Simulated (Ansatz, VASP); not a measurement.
BeZn5Se6: VASP beside Ansatz

The input INCAR:

```
SYSTEM = BeZn5Se6
PREC = Accurate
ENCUT = 520
EDIFF = 1E-6
ISMEAR = 0
SIGMA = 0.1
LREAL = .FALSE.
LASPH = .TRUE.
NELM = 80
ALGO = Normal
ISIF = 2
LWAVE = .FALSE.
LCHARG = .FALSE.
GGA = PE
NBANDS = 61
```

Contents of KPOINTS:

```
regular mesh
0
G
  4 4 1
  0 0 0
```

The input POSCAR:

```
BeZn5Se6
1.0
    3.9774399000      0.0000000000      0.0000000000
    0.0000000000      3.9774399000      0.0000000000
    0.0000000000      0.0000000000     17.0262316000
Be Zn Se
1 5 6
Direct
    0.5000000000      0.5000000000      0.5000000000
    0.0000000000      0.0000000000      0.6562410000
    0.5000000000      0.5000000000      0.8280950000
    0.0000000000      0.0000000000      0.0000000000
    0.5000000000      0.5000000000      0.1719050000
    0.0000000000      0.0000000000      0.3437590000
    0.5000000000      0.0000000000      0.7421470000
    0.0000000000      0.5000000000      0.9140430000
    0.5000000000      0.0000000000      0.0859570000
    0.0000000000      0.5000000000      0.2578530000
    0.5000000000      0.0000000000      0.4304250000
    0.0000000000      0.5000000000      0.5695750000
```

Input for Ansatz:

```yaml
crystal:
  lattice:
    - [3.9774399, 0.0, 0.0]
    - [0.0, 3.9774399, 0.0]
    - [0.0, 0.0, 17.0262316]
  atoms:
    - { symbol: Be, position: [0.5, 0.5, 0.5] }
    - { symbol: Zn, position: [0.0, 0.0, 0.656241] }
    - { symbol: Zn, position: [0.5, 0.5, 0.828095] }
    - { symbol: Zn, position: [0.0, 0.0, 0.0] }
    - { symbol: Zn, position: [0.5, 0.5, 0.171905] }
    - { symbol: Zn, position: [0.0, 0.0, 0.343759] }
    - { symbol: Se, position: [0.5, 0.0, 0.742147] }
    - { symbol: Se, position: [0.0, 0.5, 0.914043] }
    - { symbol: Se, position: [0.5, 0.0, 0.085957] }
    - { symbol: Se, position: [0.0, 0.5, 0.257853] }
    - { symbol: Se, position: [0.5, 0.0, 0.430425] }
    - { symbol: Se, position: [0.0, 0.5, 0.569575] }
basis:
  ecutwfc: 420
kpoints:
  mp_grid: { grid: [4, 4, 1] }
hamiltonian:
  xc: pbe
scf:
  occupations: { method: gaussian, width: 0.1 }
  lower_state_search: "off"
output:
  forces: true
  stress: true
  eigenvalues: true
```

Alike in both runs: task single point; functional PBE; k mesh 4 × 4 × 1; occupations gaussian, width 0.1 eV; no spin polarisation.

```csv
,VASP,Ansatz
version,VASP 6.6.1,Ansatz 0.2.0
potentials or method,"VASP PAW PBE potentials, release 64 (Be, Zn, Se), cutoff 520 eV","scalar-relativistic, plane waves, PAW"
valence electrons in the cell,98,158
```

```csv
,VASP,Ansatz,Ansatz less VASP
gap on the k mesh at the Fermi level (eV),1.44,1.44,-0.002
least direct gap on the mesh (eV),1.44,1.44,-0.002
pressure (GPa),0.3,0.1,-0.22
"traceless stress, the component that is largest in VASP (GPa)",-0.26,-0.26,-0.002
rms of the force components (eV/Å),0.006,0.003,-0.0027
```

Atom by atom the forces differ by 0.003 eV/Å (rms over components). VASP's potentials hold 98 valence electrons a cell and Ansatz's 158, so a difference there can come from the potentials and not from the codes.
